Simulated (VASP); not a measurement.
A run of VASP 6.6.1 is set up as follows.

INCAR

```
SYSTEM = MgB2
PREC     = Accurate       ! precision mode
ENCUT    = 600            ! plane-wave cutoff, eV
EDIFF    = 1E-7           ! SCF threshold, eV
ISMEAR   = 0              ! smearing method
SIGMA    = 0.1            ! smearing width, eV
LREAL    = .FALSE.        ! projectors in reciprocal space
LASPH    = .TRUE.         ! aspherical terms in the spheres
NELM     = 100            ! most SCF steps
ALGO     = Normal         ! electronic algorithm
ISIF     = 3              ! what is computed and relaxed
LWAVE    = .FALSE.        ! write WAVECAR
LCHARG   = .FALSE.        ! write CHGCAR
GGA      = PE             ! functional
IBRION   = 2              ! ionic algorithm
NSW      = 100            ! ionic steps
EDIFFG   = -0.005         ! ionic threshold
```

The input KPOINTS:

```
Automatic mesh
0
G
  18 18 12
  0 0 0
```

POSCAR

```
MgB2
1.0
    3.0627620649      0.0000000000      0.0000000000
   -1.5313810324      2.6524297539      0.0000000000
    0.0000000000      0.0000000000      3.5208704800
Mg B
1 2
Direct
    0.0000000000      0.0000000000      0.0000000000
    0.6666666700      0.3333333300      0.5000000000
    0.3333333300      0.6666666700      0.5000000000
```

Potentials or basis: VASP PAW PBE potentials, release 64 (Mg, B).

Launch:

```bash
$ cat potpaw_PBE.64/Mg/POTCAR potpaw_PBE.64/B/POTCAR > POTCAR
$ mpirun -np 1 vasp_std > vasp.out
```

Task: What does it give for the band gap on the k mesh?

Result: Zero (bands 4 and 5 overlap by 3.81 eV).

Task: Estimate the space group after relaxing (to 0.1 Å).

Result: P6/mmm (No. 191).

Task: Predict the relaxed cell.

Result: a = 3.075 Å, b = 3.075 Å, c = 3.518 Å, α = 90.00°, β = 90.00°, γ = 120.00°.

Task: What does it give for the relaxed volume?

Result: 9.60 Å³/atom.

The path:
| step | energy change (eV) | largest force (eV/Å) | pressure (GPa) | volume (Å³) |
| --- | --- | --- | --- | --- |
| 1 | 0.0000 | 0.0000 | 1.29 | 28.60 |
| 2 | -0.0011 | 0.0000 | -0.66 | 28.92 |
| 3 | -0.0013 | 0.0000 | -0.08 | 28.82 |
| 4 | -0.0013 | 0.0000 | -0.10 | 28.83 |
| 5 | -0.0014 | 0.0000 | -0.04 | 28.81 |
